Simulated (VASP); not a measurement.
Set up this calculation in VASP 6.6.1, as the native input.

```
Task                   : single point
Functional             : PBE
Potentials or basis    : VASP PAW PBE potentials, release 64 (Ru_pv)
Cutoff                 : 520 eV
k mesh                 : 21 × 21 × 21
Occupations            : fermi-dirac, width 0.08 eV
Spin                   : no spin polarisation
Dipole correction      : no
Further INCAR settings : ALGO = Normal; EDIFF = 1e-06; NBANDS = 13
```

The structure of Ru lies in POSCAR:

```
Ru
1.0
   -1.5270430622      1.5270430622      1.5270430622
    1.5270430622     -1.5270430622      1.5270430622
    1.5270430622      1.5270430622     -1.5270430622
Ru
1
Direct
    0.0000000000      0.0000000000      0.0000000000
```

These files were run (other wordings do the same):

INCAR

```
PREC = Accurate ; ENCUT = 520
EDIFF = 1E-6 ; ISMEAR = -1
SIGMA = 0.08 ; LREAL = False
LASPH = True ; NELM = 80
ALGO = Normal ; ISIF = 2
LWAVE = False ; LCHARG = False
GGA = PE ; NBANDS = 13
```

KPOINTS

```
regular mesh
0
Gamma
  21 21 21
```

Potentials or basis: VASP PAW PBE potentials, release 64 (Ru_pv).

The run is started by

```console
$ cat potpaw_PBE.64/Ru_pv/POTCAR > POTCAR
$ mpirun -np 1 vasp_std > vasp.out
```

Results of the run:

* Pressure: -0.1 GPa
* Band gap on the k mesh: zero (band 7 reaches 13.81 eV, above the bottom of band 8 at 10.52 eV)

It took 26 s on 1 thread of Intel(R) Xeon(R) 6975P-C (Granite Rapids), on a shared host, peak memory 0.16 GiB.
